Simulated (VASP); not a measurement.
Pt2F, 3 atoms in the cell. The structure is tetragonal, space group I4/mmm (No. 139). Conventional cell: a = 3.625 Å, b = 3.625 Å, c = 6.941 Å, α = 90.00°, β = 90.00°, γ = 90.00°. Pt (site symmetry 4mm) has 5 F at 2.15 to 2.88 Å and 5 Pt at 2.63 to 2.70 Å within 2.9 Å. Within 2.9 Å of F (site symmetry 4/mmm) lie 10 Pt at 2.15 to 2.88 Å. 

| Quantity | Value |
| --- | --- |
| Program | VASP 6.6.1 |
| Task | single point |
| Functional | PBE |
| Potentials or basis | VASP PAW PBE potentials, release 64 (Pt_sv_GW, F) |
| Cutoff | 700 eV |
| k mesh | 18 × 18 × 18 |
| Occupations | gaussian, width 0.1 eV |
| Spin | no spin polarisation |
| Dipole correction | no |
| Further INCAR settings | ALGO = Normal; EDIFF = 1e-06; NBANDS = 28 |

Potentials or basis: VASP PAW PBE potentials, release 64 (Pt_sv_GW, F).

Run with:

```console
$ cat potpaw_PBE.64/Pt_sv_GW/POTCAR potpaw_PBE.64/F/POTCAR > POTCAR
$ mpirun -np 1 vasp_std > vasp.out
```

Hardware: 1 thread of Intel(R) Xeon(R) 6975P-C (Granite Rapids) (shared host).

Task: Estimate the wall time of this run.

Result: It took 9.1 min on 1 thread of Intel(R) Xeon(R) 6975P-C (Granite Rapids), with other jobs on the host, peak memory 0.88 GiB. Counts: scf iterations 14, k points 480.
